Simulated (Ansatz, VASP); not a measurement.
Te in VASP and in Ansatz

```
CELL_PARAMETERS angstrom
4.23410 -2.37120 0.00000
4.23410 2.37120 0.00000
-0.13045 0.00000 3.83863
ATOMIC_POSITIONS crystal
Te 0.67600 0.67600 0.67500
Te 0.32400 0.32400 0.32500
Te 0.00000 0.00000 0.00000
```

Change from the starting cell: zz strain of -3 %.

Alike in both runs: task single point; functional PBE; k mesh 8 × 8 × 8; occupations fermi-dirac, width 0.05 eV; no spin polarisation.

|  | VASP | Ansatz |
| --- | --- | --- |
| version | VASP 6.6.1 | Ansatz 0.2.0 |
| potentials or method | VASP PAW PBE potentials, release 64 (Te), cutoff 520 eV | all-electron LAPW, scalar-relativistic |

```csv
,VASP,Ansatz,Ansatz less VASP
pressure (GPa),11.5,11.5,+0.07
"traceless stress, the component that is largest in VASP (GPa)",1.23,1.23,0.000
rms of the force components (eV/Å),0.263,0.261,-0.0021
```

Atom by atom the forces differ by 0.002 eV/Å (rms over components). Ansatz ran all-electron here, and VASP with PAW potentials.

Spin-orbit coupling is off throughout.
